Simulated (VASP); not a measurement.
NiO: single point with PBEsol+U

Crystal: NiO.

```
Ni O
1.0
     0.00000    2.08420    2.08420
     2.08420    0.00000    2.08420
     2.08420    2.08420    0.00000
Ni O
1 1
Direct
  0.50000 0.50000 0.50000
  0.00000 0.00000 0.00000
```

```yaml
Program: VASP 6.6.1
Task: single point
Functional: PBEsol
Potentials_or_basis: VASP PAW PBE potentials, release 64 (Ni_sv_GW, O_h)
Cutoff: 1340 eV
k_mesh: 8 × 8 × 8
Occupations: fermi-dirac, width 0.02 eV
Spin: collinear spin, ferromagnetic start
Starting_moments: "[2.0, 0.0] μB"
Hubbard_terms: Ni d U = 6.2 eV
```

```
Pressure                                              : 2.4 GPa
Band gap on the k mesh                                : 2.27 eV (least direct gap 3.37 eV)
Net moment                                            : 2.00 μB per cell
Site moments                                          : Ni +1.78; O +0.15 μB
Valence electrons inside the program's atomic spheres : Ni 16.12; O 3.35
```

Levels at points of the mesh, in eV from the valence-band top:
Spin up:
| k point | band 11 | band 12 | band 13 | band 14 | band 15 | band 16 |
| --- | --- | --- | --- | --- | --- | --- |
| (0.00, 0.00, 0.00) | -1.85 | -1.85 | -1.85 | 2.27 | 18.21 | 18.76 |
| (0.50, 0.00, 0.00) | -2.95 | 0.00 | 0.00 | 6.15 | 10.82 | 14.49 |
| (0.50, 0.50, 0.00) | -3.77 | -3.26 | -3.26 | 6.60 | 11.44 | 11.97 |
Spin down:
```
           k point  band 8  band 9  band 10  band 11  band 12  band 13  band 14  band 15
(0.00, 0.00, 0.00)   -3.49   -1.48    -1.48    -1.48     2.45     2.45     2.62    18.17
(0.50, 0.00, 0.00)   -3.96   -2.01    -2.01    -1.88     4.95     4.95     6.34    11.31
(0.50, 0.50, 0.00)   -2.92   -2.92    -2.52    -2.52     2.97     3.48     7.20    11.75
```

Eigenvalues of the final occupation matrices:
| site | spin | trace | eigenvalues |
| --- | --- | --- | --- |
| site 1 d | 1 | 4.75 | 0.94 0.94 0.94 0.97 0.97 |
| site 1 d | 2 | 2.99 | 0.10 0.10 0.93 0.93 0.93 |

It took 4.9 min on 1 thread of AMD EPYC 7R43 64-Core Processor (Zen 3), on a shared host, peak memory 0.27 GiB.

Caveat: the PAW data sets were made with another functional, which shifts forces and pressure a little; a cell with one magnetic atom can't hold antiferromagnetic order, which such compounds often take. A k mesh can miss the band edges.
